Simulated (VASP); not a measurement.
Set up this calculation in VASP 6.6.1, as the native input.

```
Task                   : electric field gradients
Functional             : PBE
Potentials or basis    : VASP PAW PBE potentials, release 64 (Co)
Cutoff                 : 520 eV
k mesh                 : 16 × 16 × 16
Occupations            : fermi-dirac, width 0.08 eV
Spin                   : collinear spin, ferromagnetic start
Starting moments       : [2.0] μB
Dipole correction      : no
Further INCAR settings : ALGO = Normal; EDIFF = 1e-08; NBANDS = 14
```

The structure of Co lies in POSCAR:

```
Co
1.0
    0.0000000000      1.7836479590      1.7836479590
    1.7836479590      0.0000000000      1.7836479590
    1.7836479590      1.7836479590      0.0000000000
Co
1
Direct
    0.0000000000      0.0000000000      0.0000000000
```

This cell differs from its parent crystal: volume scaled by 0.98.

The input as run:

INCAR

```
PREC     = Accurate       # precision mode
ENCUT    = 520            # plane-wave cutoff, eV
EDIFF    = 1E-8           # SCF threshold, eV
ISMEAR   = -1             # smearing method
SIGMA    = 0.08           # smearing width, eV
LREAL    = F              # projectors in reciprocal space
LASPH    = T              # aspherical terms in the spheres
NELM     = 150            # most SCF steps
ALGO     = Normal         # electronic algorithm
ISIF     = 2              # what is computed and relaxed
LWAVE    = F              # write WAVECAR
LCHARG   = F              # write CHGCAR
ISPIN    = 2              # spin polarisation
MAGMOM   = 2              # initial moments
LORBIT   = 11             # projections on sites
LMAXMIX  = 4              # l up to which the mixer works
GGA      = PE             # functional
LEFG     = T            
NBANDS   = 14             # bands
```

KPOINTS

```
Automatic mesh
0
Gamma
  16 16 16
```

Potentials or basis: VASP PAW PBE potentials, release 64 (Co).

The run is started by

```console
$ cat potpaw_PBE.64/Co/POTCAR > POTCAR
$ mpirun -np 1 vasp_std > vasp.out
```

It gave:

| Property | Result |
| --- | --- |
| Pressure | -7.9 GPa |
| Net moment | 1.67 μB per cell |
| Site moments | Co +1.69 μB |
| Valence electrons inside the program's atomic spheres | Co 8.19 |

Caveat: without QUAD_EFG the Cq values of the log hold for a quadrupole moment of 1 mb, not for the nuclei.

Run time: 44 s on 1 thread of Intel(R) Xeon(R) Platinum 8488C (Sapphire Rapids) (shared host), peak memory 0.16 GiB.
